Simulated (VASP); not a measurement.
Input of a VASP 6.6.1 run:

The input INCAR:

```
PREC = Accurate
ENCUT = 520
EDIFF = 1E-6
ISMEAR = 0
SIGMA = 0.1
LREAL = False
LASPH = True
NELM = 150
ALGO = Normal
ISIF = 2
LWAVE = False
LCHARG = True
ISPIN = 2
MAGMOM = 1.91
LORBIT = 11
LMAXMIX = 4
GGA = PS
LELF = True
LVHAR = True
NBANDS = 14
```

The input KPOINTS:

```
Automatic mesh
0
Gamma
  20 20 20
```

File POSCAR:

```
Co
1.0
    0.0000000000      1.7339778251      1.7339778251
    1.7339778251      0.0000000000      1.7339778251
    1.7339778251      1.7339778251      0.0000000000
Co
1
Direct
    0.0000000000      0.0000000000      0.0000000000
```

Potentials or basis: VASP PAW PBE potentials, release 64 (Co).

The run is started by

```bash
$ cat potpaw_PBE.64/Co/POTCAR > POTCAR
$ mpirun -np 1 vasp_std > vasp.out
```

Question: Estimate the site moments.

Answer: Co +1.62 μB.

Question: Estimate the pressure.

Answer: -0.9 GPa.

Caveat: the PAW data sets were made with another functional, which shifts forces and pressure a little.
